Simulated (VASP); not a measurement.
# PbS (P6_3mc) in VASP: a series of runs

The runs below take PbS through single point, with PBE.

All numbers are computed with VASP 6.6.1; they aren't measurements. Logs are shortened: lines on timing, memory, paths and dates and some standing lists are left out, and cuts for length are marked.

**1. The cell of the first run**

It takes space group P6_3mc (No. 186, hexagonal). The conventional cell has a = 4.086 Å, b = 4.086 Å, c = 7.469 Å, α = 90.00°, β = 90.00°, γ = 120.00°. Within 3.8 Å of Pb (site symmetry 3m) lie 6 S at 2.85 to 3.19 Å and 2 Pb at 3.73 Å. S (site symmetry 3m) has 6 Pb at 2.85 to 3.19 Å within 3.8 Å.

**2. Single point, PBE**

Input file INCAR:

```
ALGO     = Normal         # electronic algorithm
EDIFF    = 1E-6           # SCF threshold, eV
ENCUT    = 520            # plane-wave cutoff, eV
GGA      = PE             # functional
ISIF     = 2              # what is computed and relaxed
ISMEAR   = -1             # smearing method
LASPH    = True           # aspherical terms in the spheres
LCHARG   = True           # write CHGCAR
LELF     = True           # ELF
LREAL    = False          # projectors in reciprocal space
LVHAR    = True         
LWAVE    = False          # write WAVECAR
NBANDS   = 28             # bands
NELM     = 60             # most SCF steps
PREC     = Accurate       # precision mode
SIGMA    = 0.02           # smearing width, eV
```

Input file KPOINTS:

```
k-points
0
Gamma
  12 12 4
```

Input file POSCAR:

```
PbS
1.0
    2.0429167362     -3.5384928656      0.0000000000
    2.0429167362      3.5384928656      0.0000000000
    0.0000000000      0.0000000000      7.4692080325
Pb S
2 2
Direct
   -0.0000017298      1.0000017298      0.4829158725
    1.0000017298     -0.0000017298      0.9829158725
    0.6666675224      0.3333324776      0.6962841275
    0.3333324776      0.6666675224      0.1962841275
```

Potentials or basis: VASP PAW PBE potentials, release 64 (Pb_d, S).

Command:

```bash
cat potpaw_PBE.64/Pb_d/POTCAR potpaw_PBE.64/S/POTCAR > POTCAR
mpirun -np 1 vasp_std > vasp.out
```

OUTCAR:

```text
EDIFF = 1E-6
   ENCUT = 520
   GGA = PE
   ISIF = 2
   ISMEAR = -1
   LASPH = True
   LREAL = False
   NELM = 60
   PREC = Accurate

 ion  position               nearest neighbor table
   1  1.000  0.000  0.483-   3 2.85   3 2.85   3 2.85   4 3.19   4 3.19   4 3.19   2 3.73   2 3.73

   2  0.000  1.000  0.983-   4 2.85   4 2.85   4 2.85   3 3.19   3 3.19   3 3.19   1 3.73   1 3.73

   3  0.667  0.333  0.696-   1 2.85   1 2.85   1 2.85   2 3.19   2 3.19   2 3.19
   4  0.333  0.667  0.196-   2 2.85   2 2.85   2 2.85   1 3.19   1 3.19   1 3.19

  LATTYP: Found a base centered orthorhombic cell.
 ALAT       =     4.0858334724
 B/A-ratio  =     1.7320788473
 C/A-ratio  =     1.8280745123

  Lattice vectors:

 A1 = (   2.0429167362,  -3.5384928656,   0.0000000000)
 A2 = (   2.0429167362,   3.5384928656,   0.0000000000)
 A3 = (   0.0000000000,   0.0000000000,   7.4692080325)

Analysis of symmetry for initial positions (statically):
=====================================================================
 Subroutine PRICEL returns:
 Original cell was already a primitive cell.

 Routine SETGRP: Setting up the symmetry group for a
 base centered orthorhombic supercell.

 Subroutine GETGRP returns: Found  4 space group operations
 (whereof  2 operations were pure point group operations)
 out of a pool of  8 trial point group operations.

The static configuration has the point symmetry C_1h.
 The point group associated with its full space group is C_2v.

Analysis of symmetry for dynamics (positions and initial velocities):
=====================================================================
 Subroutine PRICEL returns:
 Original cell was already a primitive cell.

 Routine SETGRP: Setting up the symmetry group for a
 base centered orthorhombic supercell.

 Subroutine GETGRP returns: Found  4 space group operations
 (whereof  2 operations were pure point group operations)
 out of a pool of  8 trial point group operations.

The dynamic configuration has the point symmetry C_1h.
 The point group associated with its full space group is C_2v.

 Subroutine INISYM returns: Found  4 space group operations
 (whereof  2 operations are pure point group operations),
 and found     1 'primitive' translations

----------------------------------------------------------------------------------------

                                     Primitive cell

  volume of cell :     107.9875

  direct lattice vectors                    reciprocal lattice vectors
     2.042916736 -3.538492866  0.000000000     0.244748105 -0.141303097  0.000000000
     2.042916736  3.538492866  0.000000000     0.244748105  0.141303097  0.000000000
     0.000000000  0.000000000  7.469208033     0.000000000  0.000000000  0.133883003

  length of vectors
     4.085883081  4.085883081  7.469208033     0.282609625  0.282609625  0.133883003

  position of ions in fractional coordinates (direct lattice)
     0.999998270  0.000001730  0.482915873
     0.000001730  0.999998270  0.982915873
     0.666667522  0.333332478  0.696284128
     0.333332478  0.666667522  0.196284128

  ion indices of the primitive-cell ions
   primitive index   ion index
                 1           1
                 2           2
                 3           3
                 4           4

----------------------------------------------------------------------------------------

 KPOINTS: k-points

Automatic generation of k-mesh.
 Grid dimensions read from file:
 generate k-points for:   12   12    4

 Generating k-lattice:

  Cartesian coordinates                     Fractional coordinates (reciprocal lattice)
     0.020395675 -0.011775258  0.000000000     0.083333333  0.000000000  0.000000000
     0.020395675  0.011775258  0.000000000     0.000000000  0.083333333  0.000000000
     0.000000000  0.000000000  0.033470751     0.000000000  0.000000000  0.250000000

  Length of vectors
     0.023550802  0.023550802  0.033470751

  Shift w.r.t. Gamma in fractional coordinates (k-lattice)
     0.000000000  0.000000000  0.000000000

 Subroutine IBZKPT returns following result:
 ===========================================

 Found    129 irreducible k-points:

 Following reciprocal coordinates:
            Coordinates               Weight
  0.000000  0.000000  0.000000      1.000000
  0.083333 -0.000000  0.000000      4.000000
  0.166667 -0.000000  0.000000      4.000000
  0.250000  0.000000  0.000000      4.000000
  0.333333  0.000000  0.000000      4.000000
  0.416667  0.000000  0.000000      4.000000
[... 16 lines left out ...]
  0.500000  0.166667  0.000000      4.000000
 -0.416667  0.166667  0.000000      4.000000
 [... further k-points ...]
   k-points           NKPTS =    129   k-points in BZ     NKDIM =    129   number of bands    NBANDS=     28
   number of dos      NEDOS =    301   number of ions     NIONS =      4
   total plane-waves  NPLWV =  50400
   dimension x,y,z NGX =    30 NGY =   30 NGZ =   56
   dimension x,y,z NGXF=    60 NGYF=   60 NGZF=  112
   ions per type =               2   2
   NGX,Y,Z   is equivalent  to a cutoff of  12.21, 12.21, 12.46 a.u.
   NGXF,Y,Z  is equivalent  to a cutoff of  24.41, 24.41, 24.93 a.u.
 SYSTEM =  unknown system
   PREC   = accura    normal or accurate (medium, high low for compatibility)
   ISTART =      0    job   : 0-new  1-cont  2-samecut
   ICHARG =      2    charge: 1-file 2-atom 10-const
   ISPIN  =      1    spin polarized calculation?
   LNONCOLLINEAR =      F non collinear calculations
   LSORBIT =      F    spin-orbit coupling
   LASPH  =      T    aspherical Exc in radial PAW
   ENCUT  =  520.0 eV  38.22 Ry    6.18 a.u.   7.60  7.60 13.89*2*pi/ulx,y,z
   NELM   =     60;   NELMIN=  2; NELMDL= -5     # of ELM steps
   EDIFF  = 0.1E-05   stopping-criterion for ELM
   LREAL  =      F    real-space projection
   EDIFFG = 0.1E-04   stopping-criterion for IOM
   NSW    =      0    number of steps for IOM
   IBRION =     -1    ionic relax: 0-MD 1-quasi-New 2-CG
   NFREE  =      0    steps in history (QN), initial steepest desc. (CG)
   ISIF   =      2    stress and relaxation
   ISYM   =      2    0-nonsym 1-usesym 2-fastsym
   POTIM  = 0.5000    time-step for ionic-motion
   TEBEG  =    0.0;   TEEND  =   0.0 temperature during run
   PSTRESS=    0.0 pullay stress
   NELECT =      40.0000    total number of electrons
   NUPDOWN=      -1.0000    fix difference up-down
   EMIN   =  10.00;   EMAX   =-10.00  energy-range for DOS
   EFERMI =   0.00;   METHOD = LEGACY
   ISMEAR =    -1;   SIGMA  =   0.02  broadening in eV -4-tet -1-fermi 0-gaus
   EFERMI_NEDOS =   21; number of points for ismear=-14 and -15
   IALGO  =     38    algorithm
   IMIX   =      4    mixing-type and parameters
     AMIX     =   0.40;   BMIX     =  1.00
     AMIX_MAG =   1.60;   BMIX_MAG =  1.00
  volume/ion in A,a.u.               =      27.00       182.18
  Fermi-wavevector in a.u.,A,eV,Ry     =   1.175719  2.221787 18.807549  1.382316
  Thomas-Fermi vector in A             =   2.312095
   LORBIT       =      0    0 simple, 1 ext, 2 COOP (PROOUT), +10 PAW based schemes
   GGA     = PE    functional components
   LHFCALC =     F    Hartree Fock is set to
   AEXX    =    0.0000 exact exchange contribution
   IVDW    =     0    specifies the selected vdW correction
   LEPSILON=     F    determine dielectric tensor
   LRPA    =     F    only Hartree local field effects (RPA)
 non-spin polarized calculation
  energy-cutoff  :      520.00
  volume of cell :      107.99
 maximum number of plane-waves:      2937
   NGX = 15   NGY = 15   NGZ = 27

 number of electron      40.0000003 magnetization

 Free energy of the ion-electron system (eV)
  ---------------------------------------------------
  ext. energy  EPLUGINS =         0.00000000
  ---------------------------------------------------
  free energy    TOTEN  =       -17.29316813 eV

  energy without entropy =      -17.29316788  energy(sigma->0) =      -17.29316800

 E-fermi :   5.6653     XC(G=0):  -9.4901

 val. band max:        5.4698293681   @ k =   0.3333   0.3333   0.0000
 cond. band min:       5.8617109423   @ k =   0.5000   0.0000   0.0000
 fundamental gap:      0.3918815742
 Fermi energy:         5.6653494307

 k-point     1 :       0.0000    0.0000    0.0000
  band No.  band energies     occupation
      1     -11.4846      2.00000
      2     -11.4342      2.00000
      3     -11.4342      2.00000
      4     -11.4197      2.00000
      5     -11.4197      2.00000
      6     -11.3958      2.00000
[... 20 lines left out ...]
     27      12.3144      0.00000
     28      13.1671      0.00000

 k-point     2 :       0.0833   -0.0000    0.0000
  band No.  band energies     occupation
      1     -11.4826      2.00000
      2     -11.4399      2.00000
      3     -11.4305      2.00000
      4     -11.4212      2.00000
      5     -11.4156      2.00000
      6     -11.3998      2.00000
[... 20 lines left out ...]
     27      12.1592      0.00000
     28      12.2822      0.00000

 k-point     3 :       0.1667   -0.0000    0.0000
  band No.  band energies     occupation
      1     -11.4780      2.00000
      2     -11.4575      2.00000
      3     -11.4262      2.00000
      4     -11.4217      2.00000
      5     -11.4073      2.00000
      6     -11.4045      2.00000
[... 20 lines left out ...]
     27      11.6041      0.00000
     28      12.3106      0.00000

 k-point     4 :       0.2500    0.0000    0.0000
  band No.  band energies     occupation
      1     -11.4895      2.00000
      2     -11.4674      2.00000
      3     -11.4341      2.00000
      4     -11.4154      2.00000
      5     -11.4126      2.00000
      6     -11.3898      2.00000
[... 20 lines left out ...]
     27      11.4907      0.00000
     28      12.7959      0.00000

 k-point     5 :       0.3333    0.0000    0.0000
  band No.  band energies     occupation
      1     -11.5172      2.00000
      2     -11.4632      2.00000
      3     -11.4429      2.00000
      4     -11.4149      2.00000
      5     -11.4149      2.00000
      6     -11.3753      2.00000
[... 20 lines left out ...]
     27      11.5797      0.00000
     28      13.4617      0.00000

 k-point     6 :       0.4167    0.0000    0.0000
  band No.  band energies     occupation
      1     -11.5379      2.00000
      2     -11.4608      2.00000
      3     -11.4498      2.00000
      4     -11.4161      2.00000
      5     -11.4149      2.00000
      6     -11.3790      2.00000
[... 463 lines left out ...]
      5     -11.4114      2.00000
      6     -11.3769      2.00000
[... 20 lines left out ...]
     27      11.3967      0.00000
     28      13.8884      0.00000

 k-point    22 :       0.4167    0.1667    0.0000
  band No.  band energies     occupation
      1     -11.5285      2.00000
      2     -11.4546      2.00000
      3     -11.4543      2.00000
      4     -11.4208      2.00000
      5     -11.4101      2.00000
      6     -11.3777      2.00000
[... 20 lines left out ...]
     27      11.4996      0.00000
     28      14.0058      0.00000

 k-point    23 :       0.5000    0.1667    0.0000
  band No.  band energies     occupation
      1     -11.5238      2.00000
      2     -11.4572      2.00000
      3     -11.4504      2.00000
      4     -11.4199      2.00000
      5     -11.4114      2.00000
      6     -11.3769      2.00000
[... 20 lines left out ...]
     27      11.3967      0.00000
     28      13.8919      0.00000

 k-point    24 :      -0.4167    0.1667    0.0000
  band No.  band energies     occupation
      1     -11.5108      2.00000
      2     -11.4614      2.00000
      3     -11.4434      2.00000
      4     -11.4178      2.00000
      5     -11.4133      2.00000
      6     -11.3812      2.00000
[... 20 lines left out ...]
     27      11.1511      0.00000
     28      13.3157      0.00000

 [... further k-points ...]

------------------------ aborting loop because EDIFF is reached ----------------------------------------

  FORCE on cell =-STRESS in cart. coord.  units (eV):
  Direction    XX          YY          ZZ          XY          YZ          ZX
  --------------------------------------------------------------------------------------
  -------------------------------------------------------------------------------------
  Total        1.2898264      1.2894259      1.2124768      0.0000000      0.0000000      0.0000000
  in kB       19.1367555     19.1308136     17.9891435      0.0000000      0.0000000      0.0000000
  external PRESSURE =      18.7522375 kB  Pullay stress =       0.0000000 kB

 VOLUME and BASIS-vectors are now :
 -----------------------------------------------------------------------------
  energy-cutoff  :      520.00
  volume of cell :      107.99
      direct lattice vectors                 reciprocal lattice vectors
     2.042916736 -3.538492866  0.000000000     0.244748105 -0.141303097  0.000000000
     2.042916736  3.538492866  0.000000000     0.244748105  0.141303097  0.000000000
     0.000000000  0.000000000  7.469208033     0.000000000  0.000000000  0.133883003

 POSITION                                       TOTAL-FORCE (eV/Angst)
 -----------------------------------------------------------------------------------
      2.04292     -3.53848      3.60700         0.000000     -0.000009     -0.061247
      2.04292      3.53848      7.34160         0.000000      0.000009     -0.061247
      2.04292     -1.17950      5.20069         0.000000     -0.000020      0.061247
      2.04292      1.17950      1.46609         0.000000      0.000020      0.061247
 -----------------------------------------------------------------------------------
    total drift:                               -0.000000     -0.000000     -0.004220

  FREE ENERGIE OF THE ION-ELECTRON SYSTEM (eV)
  ---------------------------------------------------
  free  energy   TOTEN  =       -17.2931681305 eV

  energy  without entropy=      -17.2931678752  energy(sigma->0) =      -17.29316800
```

It took 3.3 min on 1 thread of Intel Xeon Platinum 8488C (Sapphire Rapids), shared host; peak memory 0.44 GiB.

What came out:

| Quantity | Value |
| --- | --- |
| Free energy | -17.2932 eV |
| Pressure | 1.9 GPa |
| Largest force | 0.061 eV/Å |
| Band gap on the k mesh | 0.39 eV (least direct gap 0.95 eV) |

Forces in eV/Å, atoms in the order of the input:
```
Pb   0.000  0.000 -0.061
Pb   0.000  0.000 -0.061
S    0.000  0.000  0.061
S    0.000  0.000  0.061
```

Caveat: spin-orbit coupling is left out, which moves the levels of the heavy elements. A k mesh can miss the band edges.

**3. Single point, PBE (strain +5.1%)**

Input file INCAR:

```
SYSTEM = PbS
PREC = Accurate
ENCUT = 520
EDIFF = 1E-6
ISMEAR = -1
SIGMA = 0.02
LREAL = .False.
LASPH = .True.
NELM = 80
ALGO = Normal
ISIF = 2
LWAVE = .False.
LCHARG = .False.
GGA = PE
NBANDS = 28
```

Input file KPOINTS:

```
Automatic mesh
0
Gamma
  12 12 4
  0 0 0
```

Input file POSCAR:

```
PbS
1.0
    2.1471054897     -3.7189560017      0.0000000000
    2.1471054897      3.7189560017      0.0000000000
    0.0000000000      0.0000000000      7.8501376422
Pb S
2 2
Direct
    0.0000068750      0.9999931250      0.4999624811
    0.9999931250      0.0000068750      0.9999624811
    0.6666752838      0.3333247162      0.6792375189
    0.3333247162      0.6666752838      0.1792375189
```

Potentials or basis: VASP PAW PBE potentials, release 64 (Pb_d, S).

Command:

```bash
cat potpaw_PBE.64/Pb_d/POTCAR potpaw_PBE.64/S/POTCAR > POTCAR
mpirun -np 1 vasp_std > vasp.out
```

It took 3.3 min on 1 thread of Intel Xeon Platinum 8488C (Sapphire Rapids), shared host; peak memory 0.5 GiB.

The run converged. Its results:

```yaml
Free_energy: -17.2157 eV
Pressure: -2.2 GPa
Largest_force: 0.047 eV/Å
Band_gap_on_the_k_mesh: 0.90 eV (least direct gap 1.47 eV)
```

Forces in eV/Å, atoms in the order of the input:
```
Pb   0.000  0.000 -0.047
Pb   0.000  0.000 -0.047
S    0.000  0.000  0.047
S    0.000  0.000  0.047
```

Stress tensor (GPa, compression positive):
```
-2.65  0.00  0.00
 0.00 -2.65  0.00
 0.00  0.00 -1.43
```

Levels at points of the mesh, in eV from the valence-band top:
```csv
k point,band 17,band 18,band 19,band 20,band 21,band 22,band 23,band 24
"(0.00, 0.00, 0.00)",-1.46,-1.24,-1.24,-0.46,1.31,3.56,3.56,3.73
"(0.50, 0.00, 0.00)",-2.39,-1.64,-1.05,-0.67,0.90,3.14,3.46,3.94
"(0.50, 0.50, 0.00)",-2.39,-1.64,-1.05,-0.67,0.90,3.14,3.46,3.94
"(0.00, 0.00, 0.50)",-1.35,-1.35,-1.05,-1.05,2.49,2.49,3.63,3.63
"(0.50, 0.00, 0.50)",-2.06,-2.06,-1.59,-1.59,2.37,2.37,3.72,3.72
"(0.50, 0.50, 0.50)",-2.06,-2.06,-1.59,-1.59,2.37,2.37,3.72,3.72
```

Caveat: the cell differs from its parent crystal (strain +5.1%); spin-orbit coupling is left out, which moves the levels of the heavy elements.
